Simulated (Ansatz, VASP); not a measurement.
# One calculation of AlRu, two programs

File INCAR:

```
ALGO     = Fast           # electronic algorithm
EDIFF    = 1E-6           # SCF threshold, eV
ENCUT    = 520            # plane-wave cutoff, eV
GGA      = PE             # functional
ISIF     = 2              # what is computed and relaxed
ISMEAR   = 0              # smearing method
LASPH    = True           # aspherical terms in the spheres
LCHARG   = False          # write CHGCAR
LREAL    = False          # projectors in reciprocal space
LWAVE    = False          # write WAVECAR
NBANDS   = 16             # bands
NELM     = 80             # most SCF steps
PREC     = Accurate       # precision mode
SIGMA    = 0.15           # smearing width, eV
```

The input KPOINTS:

```
k-points
0
Gamma
  16 16 16
```

File POSCAR:

```
AlRu
1.0
    2.9916000000      0.0000000000      0.0000000000
    0.0000000000      2.9916000000      0.0000000000
    0.0000000000      0.0000000000      2.9916000000
Al Ru
1 1
Direct
    0.0000000000      0.0083567322      0.0000000000
    0.5000000000      0.5000000000      0.5000000000
```

Input for Ansatz:

```yaml
crystal:
  lattice:
    - [2.9916, 0.0, 0.0]
    - [0.0, 2.9916, 0.0]
    - [0.0, 0.0, 2.9916]
  atoms:
    - { symbol: Al, position: [0.0, 0.0083567322, 0.0] }
    - { symbol: Ru, position: [0.5, 0.5, 0.5] }
basis:
  ecutwfc: 420
kpoints:
  mp_grid: { grid: [16, 16, 16] }
hamiltonian:
  xc: pbe
scf:
  occupations: { method: gaussian, width: 0.15 }
output:
  forces: true
  stress: true
  eigenvalues: true
  write_density: true
  write_potential: true
  elf: true
  volumetric_format: npy
```

Change from the starting cell: all Al atoms moved +0.025 Å, as atom 1 along Cartesian [0 1 0].

Alike in both runs: task single point; functional PBE; k mesh 16 × 16 × 16; occupations gaussian, width 0.15 eV; no spin polarisation.

```csv
,VASP,Ansatz
version,VASP 6.6.1,Ansatz 0.2.0
potentials or method,"VASP PAW PBE potentials, release 64 (Al, Ru_pv), cutoff 520 eV","scalar-relativistic, plane waves, PAW"
valence electrons in the cell,17,19
```

```csv
,VASP,Ansatz,Ansatz less VASP
gap on the k mesh at the Fermi level (eV),none,none,-
pressure (GPa),2.6,2.7,+0.04
rms of the force components (eV/Å),0.113,0.112,-0.0008
```

Atom by atom the forces differ by 0.001 eV/Å (rms over components). A gap of «none» marks a metal or a gap that the smearing closes. The functional is the same, so the differences come from potentials, cutoffs and numerics. VASP's potentials hold 17 valence electrons a cell and Ansatz's 19, so a difference there can come from the potentials and not from the codes.
